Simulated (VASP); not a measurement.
Sr, 1 atom in the cell. It takes space group Fm-3m (No. 225, cubic). The conventional cell has a = 6.319 Å, b = 6.319 Å, c = 6.319 Å, α = 90.00°, β = 90.00°, γ = 90.00°. Sr (site symmetry m-3m) has 12 Sr at 4.47 Å within 5.9 Å. 

* Program: VASP 6.6.1
* Task: single point
* Functional: PBE
* Potentials or basis: VASP PAW PBE potentials, release 64 (Sr_sv)
* Cutoff: 500 eV
* k mesh: 7 × 7 × 7
* Occupations: fermi-dirac, width 0.05 eV
* Spin: no spin polarisation
* Dipole correction: no
* Further INCAR settings: ALGO = Normal; EDIFF = 1e-06; NBANDS = 11

Potentials or basis: VASP PAW PBE potentials, release 64 (Sr_sv).

Run with:

```sh
$ cat potpaw_PBE.64/Sr_sv/POTCAR > POTCAR
$ mpirun -np 1 vasp_std > vasp.out
```

Hardware: 1 thread of Intel(R) Xeon(R) 6975P-C (Granite Rapids), on a shared host.

Q: Estimate the wall time of this run.

A: It took 6.3 s on 1 thread of Intel(R) Xeon(R) 6975P-C (Granite Rapids), on a shared host, peak memory 0.19 GiB. Counts: scf iterations 11, k points 20.
